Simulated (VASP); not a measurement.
Write the native input for VASP 6.6.1 that does the following.

```
Task                   : single point
Functional             : PBE
Potentials or basis    : VASP PAW PBE potentials, release 64 (Ir)
Cutoff                 : 520 eV
k mesh                 : 22 × 22 × 22
Occupations            : gaussian, width 0.15 eV
Spin                   : no spin polarisation
Dipole correction      : no
Further INCAR settings : ALGO = Normal; EDIFF = 1e-06; NBANDS = 10
```

The structure of Ir lies in POSCAR:

```
Ir
1.0
    0.0000000000      1.8717075000      2.0156850000
    1.8717075000      0.0000000000      2.0156850000
    1.8717075000      1.8717075000      0.0000000000
Ir
1
Direct
    0.0000000000      0.0000000000      0.0000000000
```

This cell differs from its parent crystal: strain -0.025 along x and y, +0.050 along z.

One way to write it, as run:

INCAR

```
SYSTEM = Ir
PREC = Accurate
ENCUT = 520
EDIFF = 1E-6
ISMEAR = 0
SIGMA = 0.15
LREAL = .FALSE.
LASPH = .TRUE.
NELM = 60
ALGO = Normal
ISIF = 2
LWAVE = .FALSE.
LCHARG = .TRUE.
GGA = PE
LELF = .TRUE.
LVHAR = .TRUE.
NBANDS = 10
```

KPOINTS

```
regular mesh
0
G
  22 22 22
  0 0 0
```

Potentials or basis: VASP PAW PBE potentials, release 64 (Ir).

Run with:

```bash
$ cat potpaw_PBE.64/Ir/POTCAR > POTCAR
$ mpirun -np 1 vasp_std > vasp.out
```

Results of the run:

| Property | Result |
| --- | --- |
| Pressure | 11.9 GPa |

Caveat: the cell differs from its parent crystal (strain -0.025 along x and y, +0.050 along z).

Run time: 46 s on 1 thread of Intel(R) Xeon(R) Platinum 8488C (Sapphire Rapids), on a shared host, peak memory 0.24 GiB.
